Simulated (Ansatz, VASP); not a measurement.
One calculation of Mo, two programs

```
Mo
1.0
    -1.57500    1.57500    1.57500
     1.57500   -1.57500    1.57500
     1.57500    1.57500   -1.57500
Mo
1
Cartesian
  0.0000 0.0000 0.0000
```

Alike in both runs: task single point; functional r2SCAN; k mesh 16 × 16 × 16; occupations gaussian, width 0.05 eV; no spin polarisation.

|  | VASP | Ansatz |
| --- | --- | --- |
| version | VASP 6.6.1 | Ansatz 0.2.0 |
| potentials or method | VASP PAW PBE potentials, release 64 (Mo_sv), cutoff 520 eV | scalar-relativistic, plane waves, PAW |
| valence electrons in the cell | 14 | 14 |

```tsv
	VASP	Ansatz	Ansatz less VASP
gap on the k mesh at the Fermi level (eV)	none	none	-
pressure (GPa)	1.0	-0.1	-1.15
```

VASP's potentials were made for PBE, not for r2SCAN. A gap of «none» marks a metal or a gap that the smearing closes.
